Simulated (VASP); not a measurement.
# MgS (Fm-3m) in VASP: notebook

The runs below take MgS through G0W0 quasiparticle levels, with PBE.

Everything below comes from runs of VASP 6.6.1. Logs are shortened: lines on timing, memory, paths and dates and some standing lists are left out, and cuts for length are marked.

### 1 The cell of the first run

The structure is cubic, space group Fm-3m (No. 225). Conventional cell: a = 5.203 Å, b = 5.203 Å, c = 5.203 Å, α = 90.00°, β = 90.00°, γ = 90.00°. Within 3.4 Å of Mg (site symmetry m-3m) lie 6 S at 2.60 Å. Within 3.4 Å of S (site symmetry m-3m) lie 6 Mg at 2.60 Å.

### 2 G0W0 quasiparticle levels, PBE

POSCAR

```
MgS
1.0
    0.0000000000      2.6015177399      2.6015177399
    2.6015177399      0.0000000000      2.6015177399
    2.6015177399      2.6015177399      0.0000000000
Mg S
1 1
Direct
    0.0000000000      0.0000000000      0.0000000000
    0.5000000000      0.5000000000      0.5000000000
```

INCAR.step1

```
PREC = Accurate ; ENCUT = 500
EDIFF = 1E-8 ; ISMEAR = 0
SIGMA = 0.01 ; LREAL = False
LASPH = True ; NELM = 60
ALGO = Normal ; LWAVE = True
LCHARG = False ; GGA = PE
```

INCAR.step2

```
PREC = Accurate ; ENCUT = 500
EDIFF = 1E-8 ; ISMEAR = 0
SIGMA = 0.01 ; LREAL = False
LASPH = True ; NELM = 1
ALGO = Exact ; LWAVE = True
LCHARG = False ; GGA = PE
NBANDS = 34 ; LOPTICS = True
ISTART = 1
```

INCAR.step3

```
PREC = Accurate ; ENCUT = 500
EDIFF = 1E-8 ; ISMEAR = 0
SIGMA = 0.01 ; LREAL = False
LASPH = True ; ALGO = EVGW0
LWAVE = False ; LCHARG = False
GGA = PE ; NELMGW = 1
NBANDS = 34 ; ENCUTGW = 60
NOMEGA = 48 ; PRECFOCK = Fast
ISTART = 1 ; NBANDSGW = 12
```

KPOINTS

```
regular mesh
0
Gamma
  4 4 4
```

Potentials or basis: VASP PAW PBE potentials, release 64 (Mg_GW, S_GW).

Started as:

```bash
> cat potpaw_PBE.64/Mg_GW/POTCAR potpaw_PBE.64/S_GW/POTCAR > POTCAR
> cp INCAR.step1 INCAR
> mpirun -np 1 vasp_std > vasp.out
> cp INCAR.step2 INCAR
> mpirun -np 1 vasp_std > vasp.out
> cp INCAR.step3 INCAR
> mpirun -np 1 vasp_std > vasp.out
```

OUTCAR:

```text
PREC = Accurate
   ENCUT = 500
   EDIFF = 1E-8
   ISMEAR = 0
   LREAL = False
   LASPH = True
   GGA = PE
   NELMGW = 1
   ENCUTGW = 60
   PRECFOCK = Fast
   ISTART = 1

 ion  position               nearest neighbor table
   1  0.000  0.000  0.000-
   2  0.500  0.500  0.500-

  LATTYP: Found a face centered cubic cell.
 ALAT       =     5.2030354798

  Lattice vectors:

 A1 = (   0.0000000000,   2.6015177399,   2.6015177399)
 A2 = (   2.6015177399,   0.0000000000,   2.6015177399)
 A3 = (   2.6015177399,   2.6015177399,   0.0000000000)

Analysis of symmetry for initial positions (statically):
=====================================================================
 Subroutine PRICEL returns:
 Original cell was already a primitive cell.

 Routine SETGRP: Setting up the symmetry group for a
 face centered cubic supercell.

 Subroutine GETGRP returns: Found 48 space group operations
 (whereof 48 operations were pure point group operations)
 out of a pool of 48 trial point group operations.

The static configuration has the point symmetry O_h .

Analysis of symmetry for dynamics (positions and initial velocities):
=====================================================================
 Subroutine PRICEL returns:
 Original cell was already a primitive cell.

 Routine SETGRP: Setting up the symmetry group for a
 face centered cubic supercell.

 Subroutine GETGRP returns: Found 48 space group operations
 (whereof 48 operations were pure point group operations)
 out of a pool of 48 trial point group operations.

The dynamic configuration has the point symmetry O_h .

 Subroutine INISYM returns: Found 48 space group operations
 (whereof 48 operations are pure point group operations),
 and found     1 'primitive' translations

----------------------------------------------------------------------------------------

                                     Primitive cell

  volume of cell :      35.2136

  direct lattice vectors                    reciprocal lattice vectors
     0.000000000  2.601517740  2.601517740    -0.192195499  0.192195499  0.192195499
     2.601517740  0.000000000  2.601517740     0.192195499 -0.192195499  0.192195499
     2.601517740  2.601517740  0.000000000     0.192195499  0.192195499 -0.192195499

  length of vectors
     3.679101671  3.679101671  3.679101671     0.332892369  0.332892369  0.332892369

  position of ions in fractional coordinates (direct lattice)
     0.000000000  0.000000000  0.000000000
     0.500000000  0.500000000  0.500000000

  ion indices of the primitive-cell ions
   primitive index   ion index
                 1           1
                 2           2

----------------------------------------------------------------------------------------

 KPOINTS: regular mesh

Automatic generation of k-mesh.
 Grid dimensions read from file:
 generate k-points for:    4    4    4

 Generating k-lattice:

  Cartesian coordinates                     Fractional coordinates (reciprocal lattice)
    -0.048048875  0.048048875  0.048048875     0.250000000  0.000000000  0.000000000
     0.048048875 -0.048048875  0.048048875     0.000000000  0.250000000  0.000000000
     0.048048875  0.048048875 -0.048048875     0.000000000  0.000000000  0.250000000

  Length of vectors
     0.083223092  0.083223092  0.083223092

  Shift w.r.t. Gamma in fractional coordinates (k-lattice)
     0.000000000  0.000000000  0.000000000

 Subroutine IBZKPT returns following result:
 ===========================================

 Found      8 irreducible k-points:

 Following reciprocal coordinates:
            Coordinates               Weight
  0.000000  0.000000  0.000000      1.000000
  0.250000  0.000000  0.000000      8.000000
  0.500000  0.000000  0.000000      4.000000
  0.250000  0.250000  0.000000      6.000000
  0.500000  0.250000  0.000000     24.000000
 -0.250000  0.250000  0.000000     12.000000
  0.500000  0.500000  0.000000      3.000000
 -0.250000  0.500000  0.250000      6.000000
   k-points           NKPTS =      8   k-points in BZ     NKDIM =     64   number of bands    NBANDS=     34
   number of dos      NEDOS =    301   number of ions     NIONS =      2
   total plane-waves  NPLWV =  21952
   dimension x,y,z NGX =    28 NGY =   28 NGZ =   28
   dimension x,y,z NGXF=    56 NGYF=   56 NGZF=   56
   ions per type =               1   1
   NGX,Y,Z   is equivalent  to a cutoff of  12.65, 12.65, 12.65 a.u.
   NGXF,Y,Z  is equivalent  to a cutoff of  25.30, 25.30, 25.30 a.u.
 SYSTEM =  unknown system
   PREC   = accura    normal or accurate (medium, high low for compatibility)
   ISTART =      1    job   : 0-new  1-cont  2-samecut
   ICHARG =      0    charge: 1-file 2-atom 10-const
   ISPIN  =      1    spin polarized calculation?
   LNONCOLLINEAR =      F non collinear calculations
   LSORBIT =      F    spin-orbit coupling
   LASPH  =      T    aspherical Exc in radial PAW
   ENCUT  =  500.0 eV  36.75 Ry    6.06 a.u.   6.71  6.71  6.71*2*pi/ulx,y,z
   NELM   =     60;   NELMIN=  2; NELMDL=  0     # of ELM steps
   EDIFF  = 0.1E-07   stopping-criterion for ELM
   LREAL  =      F    real-space projection
   EDIFFG = 0.1E-06   stopping-criterion for IOM
   NSW    =      0    number of steps for IOM
   IBRION =     -1    ionic relax: 0-MD 1-quasi-New 2-CG
   NFREE  =      0    steps in history (QN), initial steepest desc. (CG)
   ISIF   =      0    stress and relaxation
   ISYM   =      3    0-nonsym 1-usesym 2-fastsym
   POTIM  = 0.5000    time-step for ionic-motion
   TEBEG  =    0.0;   TEEND  =   0.0 temperature during run
   PSTRESS=    0.0 pullay stress
   NELECT =       8.0000    total number of electrons
   NUPDOWN=      -1.0000    fix difference up-down
   EMIN   =  10.00;   EMAX   =-10.00  energy-range for DOS
   EFERMI =   0.00;   METHOD = LEGACY
   ISMEAR =     0;   SIGMA  =   0.01  broadening in eV -4-tet -1-fermi 0-gaus
   EFERMI_NEDOS =   21; number of points for ismear=-14 and -15
   IALGO  =     38    algorithm
   IMIX   =      4    mixing-type and parameters
     AMIX     =   0.40;   BMIX     =  1.00
     AMIX_MAG =   1.60;   BMIX_MAG =  1.00
  volume/ion in A,a.u.               =      17.61       118.82
  Fermi-wavevector in a.u.,A,eV,Ry     =   0.998929  1.887702 13.576703  0.997860
  Thomas-Fermi vector in A             =   2.131185
   LORBIT       =      0    0 simple, 1 ext, 2 COOP (PROOUT), +10 PAW based schemes
   GGA     = PE    functional components
   LHFCALC =     T    Hartree Fock is set to
   PRECFOCK=fast      Normal, Fast or Accurate (Low or Medium for compatibility)
   ENCUT4O =  -1.0   cutoff for four orbital integrals eV
   NKREDX  =     1    reduce k-point grid by
   NKREDY  =     1    reduce k-point grid by
   NKREDZ  =     1    reduce k-point grid by
   AEXX    =    1.0000 exact exchange contribution
   HFSCREEN=    0.0000 screening length (either q_TF or 0.3 A-1)
   HFSCREENC=   0.0000 screening length for correlation (either q_TF or 0.3 A-1)
   ENCUTFOCK=  -1.0 apply spherical cutoff to Coloumb kernel
   IVDW    =     0    specifies the selected vdW correction
   LEPSILON=     F    determine dielectric tensor
   LRPA    =     F    only Hartree local field effects (RPA)
   LRPAFORCE           =     F    calculate RPA forces
   ENCUTGW             =  60.0    cutoff for response function in eV
   ENCUTGWSOFT         =  48.0    soft cutoff for Coulomb kernel in GW response function in eV
   ENCUTLF             =  -1.0    cutoff for local field effects
   NELMGW              =     1    number of iterations in solving QP/BSE equation
   NELMHF              =     1    number of iterations in the inner HF iteration
   NKREDLFX            =     1    NKREDLFY  =   1   NKREDLFZ  =   1
 non-spin polarized calculation
 Gauss-broadening in eV      SIGMA  =   0.01
  energy-cutoff  :      500.00
  volume of cell :       35.21
 maximum number of plane-waves:       896
 NGX is ok and might be reduce to    28
  NGX = 16; NGY = 16; NGZ = 16
   NGX = 13   NGY = 13   NGZ = 13
 maximum number of plane-waves:        43
 NGX is ok and might be reduce to    10

 QP shifts <psi_nk| G(iteration)W_0 |psi_nk>: iteration 1
 for sc-GW calculations column KS-energies equals QP-energies in previous step
 and V_xc(KS)=  KS-energies - (<T + V_ion + V_H > + <T+V_H+V_ion>^1  + <V_x>^1)

 k-point   1 :       0.0000    0.0000    0.0000
  band No.  KS-energies  QP-energies   sigma(KS)   V_xc(KS)     V^pw_x(r,r')   Z            occupation Imag(sigma)

      1      -8.9031      -9.3599     -13.2343     -12.5924     -20.8482       0.7116       2.0000       1.5503
      2       3.7694       3.3537     -13.8354     -13.2991     -16.2918       0.7750       2.0000       0.0820
      3       3.7694       3.3537     -13.8354     -13.2991     -16.2918       0.7750       2.0000       0.0820
      4       3.7694       3.3537     -13.8354     -13.2991     -16.2918       0.7750       2.0000       0.0820
      5       7.4664       8.3074      -8.9502     -10.0068      -5.3349       0.7959       0.0000      -0.0828
      6      11.6705      12.5801      -8.2011      -9.3531      -4.2292       0.7895       0.0000      -0.1085
      7      11.6705      12.5801      -8.2011      -9.3531      -4.2292       0.7895       0.0000      -0.1085
      8      11.6705      12.5801      -8.2011      -9.3531      -4.2292       0.7895       0.0000      -0.1085
      9      14.0200      15.2530      -8.8698     -10.4704      -4.5845       0.7703       0.0000      -0.1686
     10      14.0200      15.2530      -8.8698     -10.4704      -4.5845       0.7703       0.0000      -0.1686
     11      16.3030      16.4952      -7.0011      -7.2547      -1.8104       0.7579       0.0000      -0.3525
     12      16.9252      17.6746      -7.4457      -8.4478      -2.0448       0.7478       0.0000      -0.4449

 k-point   2 :       0.2500    0.0000    0.0000
  band No.  KS-energies  QP-energies   sigma(KS)   V_xc(KS)     V^pw_x(r,r')   Z            occupation Imag(sigma)
[... 97 lines left out ...]
      1      -7.1745      -7.3502     -14.0496     -13.7976     -21.4358       0.6974       2.0000       1.1265
      2       0.5322      -0.2550     -12.2944     -11.2429     -15.3373       0.7486       2.0000       0.1325
      3       0.5322      -0.2550     -12.2944     -11.2429     -15.3373       0.7486       2.0000       0.1325
      4       1.4018       0.7655     -12.3040     -11.4684     -14.9863       0.7614       2.0000       0.1079
      5       8.9898      10.0128      -9.0801     -10.3801      -5.6087       0.7869       0.0000      -0.0904
      6      11.6928      12.5908      -8.8938     -10.0469      -4.8531       0.7787       0.0000      -0.1230
      7      11.6928      12.5908      -8.8938     -10.0469      -4.8531       0.7787       0.0000      -0.1230
      8      11.7890      12.7310      -8.1544      -9.3748      -3.8719       0.7719       0.0000      -0.1415
      9      18.0550      18.9561      -8.6352      -9.8361      -3.0984       0.7504       0.0000      -0.5588
     10      18.0550      18.9561      -8.6352      -9.8361      -3.0984       0.7504       0.0000      -0.5588
     11      19.3448      20.5328      -9.0795     -10.6351      -3.7099       0.7637       0.0000      -0.6000
     12      19.4521      20.9726     -10.0404     -12.0562      -4.7658       0.7542       0.0000      -0.5118
```

It took 69 s on 1 thread of Intel Xeon Platinum 8259CL at 2.50GHz (Skylake/Cascade Lake), shared host; peak memory 0.3 GiB.

What came out:

- Quasiparticle gap: 3.99 eV
- Least direct quasiparticle gap: 4.95 eV
- Band gap of the starting levels on the mesh: 2.75 eV
- Least direct gap of the starting levels on the mesh: 3.70 eV

Caveat: the k points lie up to 0.52 Å⁻¹ apart; bands, screening cutoff and mesh are small and nothing is extrapolated, so the quasiparticle values aren't converged.

[end of part 1 of 2]
